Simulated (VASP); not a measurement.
Runs of VASP 6.6.1 on Ru. The structure is that of space group P6_3/mmc (No. 194), or close to it. The cells are those of the table. 

```tsv
cell	further INCAR settings	gap on the mesh (eV)	pressure (GPa)
a = 2.489, b = 2.489, c = 3.939 Å, angles 90.0, 90.0, 120.0°, 2 atoms	ALGO = Fast; EDIFF = 1e-06; NBANDS = 21	none	139.5
a = 2.598, b = 2.598, c = 4.111 Å, angles 90.0, 90.0, 120.0°, 2 atoms	ALGO = Fast; EDIFF = 1e-06; NBANDS = 21	none	46.3
a = 2.706, b = 2.706, c = 3.939 Å, angles 90.0, 90.0, 120.0°, 2 atoms	ALGO = Fast; EDIFF = 1e-07; NBANDS = 21	none	30.7
a = 2.489, b = 2.489, c = 4.453 Å, angles 90.0, 90.0, 120.0°, 2 atoms	ALGO = Fast; EDIFF = 1e-06; NBANDS = 21	none	(a)
a = 2.489, b = 2.489, c = 4.282 Å, angles 90.0, 90.0, 120.0°, 2 atoms	ALGO = Fast; EDIFF = 1e-07; NBANDS = 21	none	75.7
a = 2.489, b = 2.489, c = 4.624 Å, angles 90.0, 90.0, 120.0°, 2 atoms	ALGO = Fast; EDIFF = 1e-06; NBANDS = 21	none	40.0
a = 2.598, b = 2.598, c = 3.939 Å, angles 90.0, 90.0, 120.0°, 2 atoms	ALGO = Fast; EDIFF = 1e-06; NBANDS = 21	none	74.3
a = 2.489, b = 2.489, c = 4.111 Å, angles 90.0, 90.0, 120.0°, 2 atoms	ALGO = Fast; EDIFF = 1e-06; NBANDS = 21	none	(b)
```

Alike in all rows: task single point; level PBEsol; potentials or basis VASP PAW PBE potentials, release 64 (Ru_pv); no spin polarisation; k mesh 24 × 24 × 12; cutoff (eV) 520; smearing gaussian 0.15 eV.

Question: Fill in the values left out.

Answer: (a) 55.2; (b) 103.2.

Caveats: the PAW data sets were made with another functional, which shifts forces and pressure a little; the stress differs along the axes, from 138 to 144 GPa (at least some runs); the cell stands under pressure (at least some runs); the stress differs along the axes, from 15 to 62 GPa (at least some runs); the stress differs along the axes, from -3 to 84 GPa (at least some runs); the stress differs along the axes, from 32 to 98 GPa (at least some runs); the stress differs along the axes, from -24 to 72 GPa (at least some runs).

A k mesh can miss the band edges, and the runs leave out spin-orbit coupling on Ru.

A gap of «none» marks levels without a gap at the run's occupations.
